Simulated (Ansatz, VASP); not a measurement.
# TiAl3 in VASP and in Ansatz

The input INCAR:

```
SYSTEM = TiAl3
PREC = Accurate ; ENCUT = 520
EDIFF = 1E-6 ; ISMEAR = 0
SIGMA = 0.1 ; LREAL = .FALSE.
LASPH = .TRUE. ; NELM = 60
ALGO = Normal ; ISIF = 2
LWAVE = .FALSE. ; LCHARG = .FALSE.
LDIPOL = .TRUE. ; IDIPOL = 3
DIPOL = 0.5 0.5 0.500 ; GGA = PS
NBANDS = 31
```

File KPOINTS:

```
Automatic mesh
0
G
  9 9 1
  0 0 0
```

POSCAR

```
TiAl3
1.0
    3.9006678809      0.0000000000      0.0000000000
    0.0000000000      3.9724249774      0.0000000000
    0.0000000000      0.0000000000     21.0262766716
Al Ti
6 2
Direct
    0.5000000000      0.0000000000      0.3566965334
    0.0000000000      0.5000000000      0.3566965334
    0.5000000000      0.5000000000      0.4558073672
    0.0000000000      0.5000000000      0.5441926328
    0.0000000000      0.0000000000      0.6433034666
    0.5000000000      0.5000000000      0.6433034666
    0.0000000000      0.0000000000      0.4462439935
    0.5000000000      0.0000000000      0.5537560065
```

Input for Ansatz:

```yaml
crystal:
  lattice:
    - [3.9006678809, 0.0, 0.0]
    - [0.0, 3.9724249774, 0.0]
    - [0.0, 0.0, 21.0262766716]
  atoms:
    - { symbol: Al, position: [0.5, 0.0, 0.3566965334] }
    - { symbol: Al, position: [0.0, 0.5, 0.3566965334] }
    - { symbol: Ti, position: [0.0, 0.0, 0.4462439935] }
    - { symbol: Al, position: [0.5, 0.5, 0.4558073672] }
    - { symbol: Al, position: [0.0, 0.5, 0.5441926328] }
    - { symbol: Ti, position: [0.5, 0.0, 0.5537560065] }
    - { symbol: Al, position: [0.0, 0.0, 0.6433034666] }
    - { symbol: Al, position: [0.5, 0.5, 0.6433034666] }
basis:
  ecutwfc: 420
kpoints:
  mp_grid: { grid: [9, 9, 1] }
hamiltonian:
  xc: pbesol
scf:
  occupations: { method: gaussian, width: 0.1 }
output:
  forces: true
  stress: true
  eigenvalues: true
  write_density: true
  write_potential: true
  elf: true
  volumetric_format: npy
efield:
  axis: 3
  dipole_correction: true
  ramp_width: 0.04
```

Alike in both runs: task single point; functional PBEsol; k mesh 9 × 9 × 1; occupations gaussian, width 0.1 eV; no spin polarisation.

|  | VASP | Ansatz |
| --- | --- | --- |
| version | VASP 6.6.1 | Ansatz 0.2.0 |
| potentials or method | VASP PAW PBE potentials, release 64 (Al, Ti_sv), cutoff 520 eV | scalar-relativistic, plane waves, PAW |
| valence electrons in the cell | 42 | 42 |

Ansatz gave:

* gap on the k mesh at the Fermi level (eV): none
* rms of the force components (eV/Å): 0.087

What did VASP give for the same quantities?

gap on the k mesh at the Fermi level (eV): none; rms of the force components (eV/Å): 0.091.

VASP's potentials were made for PBE, not for PBEsol. A gap of «none» marks a metal or a gap that the smearing closes. The functional is the same, so the differences come from potentials, cutoffs and numerics. Ansatz's warnings: xc potential rough in thin density.
